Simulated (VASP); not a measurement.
# Ca (P6_3/mmc) in VASP: notebook, part 2 of 2

VASP 6.6.1. The steps go on from the part before.

## (3) Relaxation of cell and atoms, PBEsol

INCAR

```
SYSTEM = Ca
PREC = Accurate
ENCUT = 600
EDIFF = 1E-6
ISMEAR = 0
SIGMA = 0.1
LREAL = .False.
LASPH = .True.
NELM = 100
ALGO = Normal
ISIF = 3
LWAVE = .False.
LCHARG = .False.
GGA = PS
IBRION = 2
NSW = 100
EDIFFG = -0.01
```

KPOINTS

```
Automatic mesh
0
Gamma
  15 15 4
  0 0 0
```

POSCAR

```
Ca
1.0
    3.8496553192      0.0000000000      0.0000000000
   -1.9248276596      3.3338993022      0.0000000000
    0.0000000000      0.0000000000     12.6673373420
Ca
4
Direct
    0.0000000000      0.0000000000      0.0000000000
    0.3333333333      0.6666666667      0.2500000000
    0.0000000000      0.0000000000      0.5000000000
    0.6666666667      0.3333333333      0.7500000000
```

Potentials or basis: VASP PAW PBE potentials, release 64 (Ca_sv).

Launch:

```bash
$ cat potpaw_PBE.64/Ca_sv/POTCAR > POTCAR
$ mpirun -np 1 vasp_std > vasp.out
```

OUTCAR:

```text
SYSTEM = Ca
   PREC = Accurate
   ENCUT = 600
   EDIFF = 1E-6
   ISMEAR = 0
   LREAL = .False.
   LASPH = .True.
   NELM = 100
   ISIF = 3
   GGA = PS
   IBRION = 2
   NSW = 100
   EDIFFG = -0.01

 ion  position               nearest neighbor table
   1  0.000  0.000  0.000-
   2  0.333  0.667  0.250-
   3  0.000  0.000  0.500-
   4  0.667  0.333  0.750-

  LATTYP: Found a hexagonal cell.
 ALAT       =     3.8496553192
 C/A-ratio  =     3.2905120827

  Lattice vectors:

 A1 = (   3.8496553192,   0.0000000000,   0.0000000000)
 A2 = (  -1.9248276596,   3.3338993022,   0.0000000000)
 A3 = (   0.0000000000,   0.0000000000,  12.6673373420)

Analysis of symmetry for initial positions (statically):
=====================================================================
 Subroutine PRICEL returns:
 Original cell was already a primitive cell.

 Routine SETGRP: Setting up the symmetry group for a
 hexagonal supercell.

 Subroutine GETGRP returns: Found 24 space group operations
[... 172 lines left out ...]

 E-fermi :   2.0836     XC(G=0):  -7.9299

 val. band max:        2.0811775047   @ k =   0.2667   0.2000   0.2500
 cond. band min:       2.0891618580   @ k =   0.4667   0.0000   0.0000
 fundamental gap:      0.0079843533
 Fermi energy:         2.0835567061

 k-point     1 :       0.0000    0.0000    0.0000
  band No.  band energies     occupation
      1     -39.7069      2.00000
      2     -39.7006      2.00000
      3     -39.6965      2.00000
      4     -39.6903      2.00000
      5     -20.8487      2.00000
      6     -20.7723      2.00000
[... 637 lines left out ...]
     23       2.4275      0.00000
     24       2.7403      0.00000

 [... further k-points ...]

------------------------ aborting loop because EDIFF is reached ----------------------------------------

  FORCE on cell =-STRESS in cart. coord.  units (eV):
  Direction    XX          YY          ZZ          XY          YZ          ZX
  --------------------------------------------------------------------------------------
  -------------------------------------------------------------------------------------
  Total        0.0234662      0.0234662      0.0310953      0.0000000      0.0000000      0.0000000
  in kB        0.2312564      0.2312564      0.3064403      0.0000000      0.0000000      0.0000000
  external PRESSURE =       0.2563177 kB  Pullay stress =       0.0000000 kB

 VOLUME and BASIS-vectors are now :
 -----------------------------------------------------------------------------
  energy-cutoff  :      600.00
  volume of cell :      162.58
      direct lattice vectors                 reciprocal lattice vectors
     3.849655319  0.000000000  0.000000000     0.259763516  0.149974536  0.000000000
    -1.924827660  3.333899302  0.000000000     0.000000000  0.299949071  0.000000000
     0.000000000  0.000000000 12.667337342     0.000000000  0.000000000  0.078943189

 POSITION                                       TOTAL-FORCE (eV/Angst)
 -----------------------------------------------------------------------------------
      0.00000      0.00000      0.00000         0.000000      0.000000      0.000000
     -0.00000      2.22260      3.16683         0.000000     -0.000000      0.000000
      0.00000      0.00000      6.33367         0.000000      0.000000      0.000000
      1.92483      1.11130      9.50050        -0.000000      0.000000     -0.000000
 -----------------------------------------------------------------------------------
    total drift:                               -0.000000      0.000000      0.000000

  FREE ENERGIE OF THE ION-ELECTRON SYSTEM (eV)
  ---------------------------------------------------
  free  energy   TOTEN  =        -8.5357965921 eV

  energy  without entropy=       -8.5099393878  energy(sigma->0) =       -8.52286799

 reached required accuracy - stopping structural energy minimisation
```

OSZICAR:

```text
N       E                     dE             d eps       ncg     rms          rms(c)
DAV:   1     0.421130020066E+03    0.42113E+03   -0.21046E+04  3888   0.169E+03
DAV:   2     0.155046332049E+02   -0.40563E+03   -0.40341E+03  4120   0.469E+02
DAV:   3    -0.634828828233E+01   -0.21853E+02   -0.21581E+02  6416   0.828E+01
DAV:   4    -0.850614772962E+01   -0.21579E+01   -0.21457E+01  6264   0.217E+01
DAV:   5    -0.857856673054E+01   -0.72419E-01   -0.72265E-01  5824   0.369E+00    0.451E+00
DAV:   6    -0.855004228212E+01    0.28524E-01   -0.52822E-02  5216   0.208E+00    0.266E+00
DAV:   7    -0.853630853681E+01    0.13734E-01   -0.54375E-02  5088   0.253E+00    0.142E-01
DAV:   8    -0.853573973154E+01    0.56881E-03   -0.44951E-03  6384   0.459E-01    0.721E-02
DAV:   9    -0.853579687310E+01   -0.57142E-04   -0.28345E-04  5936   0.977E-02    0.204E-02
DAV:  10    -0.853580300692E+01   -0.61338E-05   -0.51434E-05  5144   0.703E-02    0.227E-02
DAV:  11    -0.853579714180E+01    0.58651E-05   -0.59272E-06  4584   0.270E-02    0.958E-04
DAV:  12    -0.853579659208E+01    0.54972E-06   -0.37142E-07  3576   0.632E-03
   1 F= -.85357966E+01 E0= -.85228680E+01  d E =-.853580E+01
```

Wall time 4.8 min (1 thread of Intel Xeon Platinum 8488C (Sapphire Rapids), shared host); peak memory 0.5 GiB.

What came out:

* Free energy: -8.5358 eV
* Pressure after relaxing: 0.0 GPa
* Band gap on the k mesh: zero (bands 20 and 21 overlap by 0.39 eV)

Final structure:
```xyz
4
Lattice="3.8497 0.0000 0.0000 -1.9248 3.3339 0.0000 0.0000 0.0000 12.6673" Properties=species:S:1:pos:R:3 pbc="T T T"
Ca    0.0000    0.0000    0.0000
Ca    0.0000    2.2226    3.1668
Ca    0.0000    0.0000    6.3337
Ca    1.9248    1.1113    9.5005
```

Caveat: the PAW data sets were made with another functional, which shifts forces and pressure a little.
